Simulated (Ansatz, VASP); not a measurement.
## One calculation of N, two programs

```
CELL_PARAMETERS angstrom
1.82903 0.00000 0.00000
0.00000 1.82903 0.00000
0.00000 0.00000 1.82903
ATOMIC_POSITIONS crystal
N 0.00000 0.00000 0.00000
```

Alike in both runs: functional PBEsol; k mesh 22 × 22 × 22; occupations gaussian, width 0.1 eV; no spin polarisation.

Ansatz relaxed the structure, and its values are those at the end. VASP's run is a single point on that final structure, the one shown.

|  | VASP | Ansatz |
| --- | --- | --- |
| version | VASP 6.6.1 | Ansatz 0.2.0 |
| potentials or method | VASP PAW PBE potentials, release 64 (N), cutoff 520 eV | scalar-relativistic, plane waves, PAW |
| valence electrons in the cell | 5 | 5 |

|  | VASP | Ansatz | Ansatz less VASP |
| --- | --- | --- | --- |
| gap on the k mesh at the Fermi level (eV) | none | none | - |
| pressure (GPa) | -0.4 | -0.1 | +0.27 |

VASP's potentials were made for PBE, not for PBEsol. A gap of «none» marks a metal or a gap that the smearing closes.
